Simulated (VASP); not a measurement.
A run of VASP 6.6.1 is set up as follows.

File INCAR:

```
SYSTEM = Ir3Cl
PREC = Accurate ; ENCUT = 520
EDIFF = 1E-6 ; ISMEAR = 0
SIGMA = 0.1 ; LREAL = .False.
LASPH = .True. ; NELM = 80
ALGO = Normal ; ISIF = 2
LWAVE = .False. ; LCHARG = .True.
LDIPOL = .True. ; IDIPOL = 3
DIPOL = 0.5 0.5 0.358 ; GGA = PE
LELF = .True. ; LVHAR = .True.
LVACPOTAV = .True. ; NBANDS = 25
```

Contents of KPOINTS:

```
Automatic mesh
0
Gamma
  10 10 1
  0 0 0
```

The input POSCAR:

```
Ir3Cl
1.0
    2.7367600872      0.0000000000      0.0000000000
    0.0000000000      2.7367600872      0.0000000000
    0.0000000000      0.0000000000     19.1883373024
Ir Cl
3 1
Direct
    0.5000000000      0.5000000000      0.2084599586
    0.0000000000      0.0000000000      0.3045662598
    0.5000000000      0.5000000000      0.4006776190
    0.5000000000      0.5000000000      0.5183582115
```

Potentials or basis: VASP PAW PBE potentials, release 64 (Ir, Cl).

Launch:

```sh
$ cat potpaw_PBE.64/Ir/POTCAR potpaw_PBE.64/Cl/POTCAR > POTCAR
$ mpirun -np 1 vasp_std > vasp.out
```

**Question.** Estimate the largest force.

**Answer.** 0.510 eV/Å.

**Question.** Estimate the band gap on the k mesh.

**Answer.** Zero (bands 17 and 18 overlap by 2.33 eV).

Forces in eV/Å, atoms in the order of the input:
```
Ir   0.000  0.000 -0.395
Ir   0.000  0.000 -0.144
Ir   0.000  0.000  0.510
Cl   0.000  0.000  0.029
```

Caveat: spin-orbit coupling is left out, which moves the levels of the heavy elements.
